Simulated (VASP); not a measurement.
# Mg (P6_3/mmc) in VASP: a series of runs

Runs on Mg. Level: revPBE. Tasks: single point.

Everything below comes from runs of VASP 6.6.1. Logs are shortened: lines on timing, memory, paths and dates and some standing lists are left out, and cuts for length are marked.

### Step 1. The cell of the first run

The structure is hexagonal, space group P6_3/mmc (No. 194). The conventional cell has a = 3.225 Å, b = 3.225 Å, c = 10.492 Å, α = 90.00°, β = 90.00°, γ = 120.00°. Mg (site symmetry -3m) has 12 Mg at 3.22 to 3.23 Å within 4.2 Å. Within 4.2 Å of Mg (site symmetry -6m2) lie 12 Mg at 3.22 to 3.23 Å.

### Step 2. Single point, revPBE

File INCAR:

```
SYSTEM = Mg
PREC     = Accurate       ! precision mode
ENCUT    = 520            ! plane-wave cutoff, eV
EDIFF    = 1E-6           ! SCF threshold, eV
ISMEAR   = -1             ! smearing method
SIGMA    = 0.1            ! smearing width, eV
LREAL    = .FALSE.        ! projectors in reciprocal space
LASPH    = .TRUE.         ! aspherical terms in the spheres
NELM     = 80             ! most SCF steps
ALGO     = Normal         ! electronic algorithm
ISIF     = 2              ! what is computed and relaxed
LWAVE    = .FALSE.        ! write WAVECAR
LCHARG   = .FALSE.        ! write CHGCAR
GGA      = RE             ! functional
NBANDS   = 12             ! bands
```

File KPOINTS:

```
regular mesh
0
G
  13 13 4
  0 0 0
```

File POSCAR:

```
Mg
1.0
    3.2251991901      0.0000000000      0.0000000000
   -1.6125995950      2.7931044309      0.0000000000
    0.0000000000      0.0000000000     10.4916093418
Mg
4
Direct
    1.0000000000      0.0000000000      1.0000000000
    1.0000000000      1.0000000000      0.5000000000
    0.3333333333      0.6666666667      0.2500000000
    0.6666666667      0.3333333333      0.7500000000
```

Potentials or basis: VASP PAW PBE potentials, release 64 (Mg).

Run with:

```bash
> cat potpaw_PBE.64/Mg/POTCAR > POTCAR
> mpirun -np 1 vasp_std > vasp.out
```

OUTCAR:

```text
SYSTEM = Mg
   PREC = Accurate
   ENCUT = 520
   EDIFF = 1E-6
   ISMEAR = -1
   LREAL = .FALSE.
   LASPH = .TRUE.
   NELM = 80
   ISIF = 2
   GGA = RE

 ion  position               nearest neighbor table
   1  0.000  0.000  0.000-   3 3.22   4 3.22   3 3.22   4 3.22   4 3.22   3 3.22
   2  0.000  0.000  0.500-   3 3.22   4 3.22   3 3.22   4 3.22   4 3.22   3 3.22
   3  0.333  0.667  0.250-   1 3.22   2 3.22   1 3.22   2 3.22   1 3.22   2 3.22
   4  0.667  0.333  0.750-   1 3.22   2 3.22   1 3.22   2 3.22   1 3.22   2 3.22

  LATTYP: Found a hexagonal cell.
 ALAT       =     3.2251991901
 C/A-ratio  =     3.2530112788

  Lattice vectors:

 A1 = (   3.2251991901,   0.0000000000,   0.0000000000)
 A2 = (  -1.6125995950,   2.7931044309,   0.0000000000)
 A3 = (   0.0000000000,   0.0000000000,  10.4916093418)

Analysis of symmetry for initial positions (statically):
=====================================================================
 Subroutine PRICEL returns:
 Original cell was already a primitive cell.

 Routine SETGRP: Setting up the symmetry group for a
 hexagonal supercell.

 Subroutine GETGRP returns: Found 24 space group operations
 (whereof 12 operations were pure point group operations)
 out of a pool of 24 trial point group operations.

The static configuration has the point symmetry D_3d.
 The point group associated with its full space group is D_6h.

Analysis of symmetry for dynamics (positions and initial velocities):
=====================================================================
 Subroutine PRICEL returns:
 Original cell was already a primitive cell.

 Routine SETGRP: Setting up the symmetry group for a
 hexagonal supercell.

 Subroutine GETGRP returns: Found 24 space group operations
 (whereof 12 operations were pure point group operations)
 out of a pool of 24 trial point group operations.

The dynamic configuration has the point symmetry D_3d.
 The point group associated with its full space group is D_6h.

 Subroutine INISYM returns: Found 24 space group operations
 (whereof 12 operations are pure point group operations),
 and found     1 'primitive' translations

----------------------------------------------------------------------------------------

                                     Primitive cell

  volume of cell :      94.5118

  direct lattice vectors                    reciprocal lattice vectors
     3.225199190  0.000000000  0.000000000     0.310058369  0.179012283  0.000000000
    -1.612599595  2.793104431  0.000000000     0.000000000  0.358024565  0.000000000
     0.000000000  0.000000000 10.491609342     0.000000000  0.000000000  0.095314262

  length of vectors
     3.225199190  3.225199190 10.491609342     0.358024565  0.358024565  0.095314262

  position of ions in fractional coordinates (direct lattice)
     0.000000000  0.000000000  0.000000000
     0.000000000  0.000000000  0.500000000
     0.333333333  0.666666667  0.250000000
     0.666666667  0.333333333  0.750000000

  ion indices of the primitive-cell ions
   primitive index   ion index
                 1           1
                 2           2
                 3           3
                 4           4

----------------------------------------------------------------------------------------

 KPOINTS: regular mesh

Automatic generation of k-mesh.
 Grid dimensions read from file:
 generate k-points for:   13   13    4

 Generating k-lattice:

  Cartesian coordinates                     Fractional coordinates (reciprocal lattice)
     0.023850644  0.013770176  0.000000000     0.076923077  0.000000000  0.000000000
     0.000000000  0.027540351  0.000000000     0.000000000  0.076923077  0.000000000
     0.000000000  0.000000000  0.023828565     0.000000000  0.000000000  0.250000000

  Length of vectors
     0.027540351  0.027540351  0.023828565

  Shift w.r.t. Gamma in fractional coordinates (k-lattice)
     0.000000000  0.000000000  0.000000000

 Subroutine IBZKPT returns following result:
 ===========================================

 Found     63 irreducible k-points:

 Following reciprocal coordinates:
            Coordinates               Weight
  0.000000  0.000000  0.000000      1.000000
  0.076923 -0.000000  0.000000      6.000000
  0.153846  0.000000  0.000000      6.000000
  0.230769  0.000000  0.000000      6.000000
  0.307692  0.000000  0.000000      6.000000
  0.384615 -0.000000  0.000000      6.000000
[... 16 lines left out ...]
  0.076923 -0.000000  0.250000     12.000000
  0.153846  0.000000  0.250000     12.000000
 [... further k-points ...]
   k-points           NKPTS =     63   k-points in BZ     NKDIM =     63   number of bands    NBANDS=     12
   number of dos      NEDOS =    301   number of ions     NIONS =      4
   total plane-waves  NPLWV =  46080
   dimension x,y,z NGX =    24 NGY =   24 NGZ =   80
   dimension x,y,z NGXF=    48 NGYF=   48 NGZF=  160
   ions per type =               4
   NGX,Y,Z   is equivalent  to a cutoff of  12.37, 12.37, 12.68 a.u.
   NGXF,Y,Z  is equivalent  to a cutoff of  24.74, 24.74, 25.35 a.u.
 SYSTEM =  Mg
   PREC   = accura    normal or accurate (medium, high low for compatibility)
   ISTART =      0    job   : 0-new  1-cont  2-samecut
   ICHARG =      2    charge: 1-file 2-atom 10-const
   ISPIN  =      1    spin polarized calculation?
   LNONCOLLINEAR =      F non collinear calculations
   LSORBIT =      F    spin-orbit coupling
   LASPH  =      T    aspherical Exc in radial PAW
   ENCUT  =  520.0 eV  38.22 Ry    6.18 a.u.   6.00  6.00 19.51*2*pi/ulx,y,z
   NELM   =     80;   NELMIN=  2; NELMDL= -5     # of ELM steps
   EDIFF  = 0.1E-05   stopping-criterion for ELM
   LREAL  =      F    real-space projection
   EDIFFG = 0.1E-04   stopping-criterion for IOM
   NSW    =      0    number of steps for IOM
   IBRION =     -1    ionic relax: 0-MD 1-quasi-New 2-CG
   NFREE  =      0    steps in history (QN), initial steepest desc. (CG)
   ISIF   =      2    stress and relaxation
   ISYM   =      2    0-nonsym 1-usesym 2-fastsym
   POTIM  = 0.5000    time-step for ionic-motion
   TEBEG  =    0.0;   TEEND  =   0.0 temperature during run
   PSTRESS=    0.0 pullay stress
   NELECT =       8.0000    total number of electrons
   NUPDOWN=      -1.0000    fix difference up-down
   EMIN   =  10.00;   EMAX   =-10.00  energy-range for DOS
   EFERMI =   0.00;   METHOD = LEGACY
   ISMEAR =    -1;   SIGMA  =   0.10  broadening in eV -4-tet -1-fermi 0-gaus
   EFERMI_NEDOS =   21; number of points for ismear=-14 and -15
   IALGO  =     38    algorithm
   IMIX   =      4    mixing-type and parameters
     AMIX     =   0.40;   BMIX     =  1.00
     AMIX_MAG =   1.60;   BMIX_MAG =  1.00
  volume/ion in A,a.u.               =      23.63       159.45
  Fermi-wavevector in a.u.,A,eV,Ry     =   0.718802  1.358340  7.029817  0.516677
  Thomas-Fermi vector in A             =   1.807835
   LORBIT       =      0    0 simple, 1 ext, 2 COOP (PROOUT), +10 PAW based schemes
   GGA     = RE    functional components
   LHFCALC =     F    Hartree Fock is set to
   AEXX    =    0.0000 exact exchange contribution
   IVDW    =     0    specifies the selected vdW correction
   LEPSILON=     F    determine dielectric tensor
   LRPA    =     F    only Hartree local field effects (RPA)
 non-spin polarized calculation
  energy-cutoff  :      520.00
  volume of cell :       94.51
 maximum number of plane-waves:      2574
 NGX is ok and might be reduce to    24
   NGX = 11   NGY = 11   NGZ = 39

 number of electron       8.0000000 magnetization

 Free energy of the ion-electron system (eV)
  ---------------------------------------------------
  ext. energy  EPLUGINS =         0.00000000
  ---------------------------------------------------
  free energy    TOTEN  =        -5.43763407 eV

  energy without entropy =       -5.36894337  energy(sigma->0) =       -5.40328872

 E-fermi :   2.6142     XC(G=0):  -8.3226

 val. band max:        2.6035364171   @ k =   0.3077   0.2308   0.5000
 cond. band min:       2.6260415426   @ k =   0.0769  -0.0000   0.2500
 fundamental gap:      0.0225051255
 Fermi energy:         2.6142257402

 k-point     1 :       0.0000    0.0000    0.0000
  band No.  band energies     occupation
      1      -4.2353      2.00000
      2      -2.8741      2.00000
      3      -2.8735      2.00000
      4       0.9047      2.00000
      5       1.3365      1.99999
      6       7.4894      0.00000
      7       7.4977      0.00000
      8      13.3923      0.00000
      9      13.3923      0.00000
     10      13.4399      0.00000
     11      13.4399      0.00000
     12      14.1659      0.00000

 k-point     2 :       0.0769   -0.0000    0.0000
  band No.  band energies     occupation
      1      -4.1209      2.00000
      2      -2.7613      2.00000
      3      -2.7607      2.00000
      4       1.0097      2.00000
      5       1.4478      1.99998
      6       7.5761      0.00000
      7       7.5897      0.00000
      8      11.3698      0.00000
      9      12.2646      0.00000
     10      12.3869      0.00000
     11      12.4634      0.00000
     12      13.2259      0.00000

 k-point     3 :       0.1538    0.0000    0.0000
  band No.  band energies     occupation
      1      -3.7786      2.00000
      2      -2.4237      2.00000
      3      -2.4230      2.00000
      4       1.3246      1.99999
      5       1.7782      1.99953
      6       7.7686      0.00000
      7       7.8403      0.00000
      8       9.1518      0.00000
      9      10.1603      0.00000
     10      10.2567      0.00000
     11      11.2976      0.00000
     12      12.1005      0.00000
[... 286 lines left out ...]
 k-point    23 :       0.0769   -0.0000    0.2500
  band No.  band energies     occupation
      1      -4.0354      2.00000
      2      -3.3537      2.00000
      3      -2.0043      2.00000
      4      -0.0198      2.00000
      5       2.6260      0.94099
      6       5.7968      0.00000
      7       9.4733      0.00000
      8      11.4458      0.00000
      9      11.9522      0.00000
     10      12.3352      0.00000
     11      12.8973      0.00000
     12      12.9303      0.00000

 k-point    24 :       0.1538    0.0000    0.2500
  band No.  band energies     occupation
      1      -3.6934      2.00000
      2      -3.0140      2.00000
      3      -1.6694      2.00000
      4       0.3068      2.00000
      5       2.9427      0.07220
      6       6.0798      0.00000
      7       8.9897      0.00000
      8       9.6102      0.00000
      9       9.9369      0.00000
     10      10.8476      0.00000
     11      11.3696      0.00000
     12      11.9543      0.00000

 [... further k-points ...]
[... 5 lines left out ...]
  --------------------------------------------------------------------------------------
  -------------------------------------------------------------------------------------
  Total       -0.0527412     -0.0527412     -0.0622693     -0.0000000      0.0000000      0.0000000
  in kB       -0.8940768     -0.8940768     -1.0555986     -0.0000000      0.0000000      0.0000000
  external PRESSURE =      -0.9479174 kB  Pullay stress =       0.0000000 kB

 VOLUME and BASIS-vectors are now :
 -----------------------------------------------------------------------------
  energy-cutoff  :      520.00
  volume of cell :       94.51
      direct lattice vectors                 reciprocal lattice vectors
     3.225199190  0.000000000  0.000000000     0.310058369  0.179012283  0.000000000
    -1.612599595  2.793104431  0.000000000     0.000000000  0.358024565  0.000000000
     0.000000000  0.000000000 10.491609342     0.000000000  0.000000000  0.095314262

 POSITION                                       TOTAL-FORCE (eV/Angst)
 -----------------------------------------------------------------------------------
      0.00000      0.00000      0.00000         0.000000      0.000000     -0.000000
      0.00000      0.00000      5.24580         0.000000      0.000000     -0.000000
     -0.00000      1.86207      2.62290        -0.000000      0.000000      0.000000
      1.61260      0.93103      7.86871         0.000000     -0.000000      0.000000
 -----------------------------------------------------------------------------------
    total drift:                                0.000000     -0.000000      0.000000

  FREE ENERGIE OF THE ION-ELECTRON SYSTEM (eV)
  ---------------------------------------------------
  free  energy   TOTEN  =        -5.4376340681 eV

  energy  without entropy=       -5.3689433723  energy(sigma->0) =       -5.40328872
```

Wall time 17 s (1 thread of Intel Xeon 6975P-C (Granite Rapids), shared host); peak memory 0.22 GiB.

What came out:

| Item | Value |
| --- | --- |
| Free energy | -5.4376 eV |
| Pressure | -0.1 GPa |
| Band gap on the k mesh | zero (band 4 reaches 3.73 eV, above the bottom of band 5 at 1.34 eV) |

Levels at points of the mesh, in eV from the Fermi level:
```tsv
k point	band 2	band 3	band 4	band 5	band 6	band 7
(0.00, 0.00, 0.00)	-5.49	-5.49	-1.71	-1.28	4.88	4.88
(0.00, 0.00, 0.50)	-6.51	-3.81	-3.81	1.42	1.42	8.79
```

Caveat: the PAW data sets were made with another functional, which shifts forces and pressure a little.

[end of part 1 of 2]
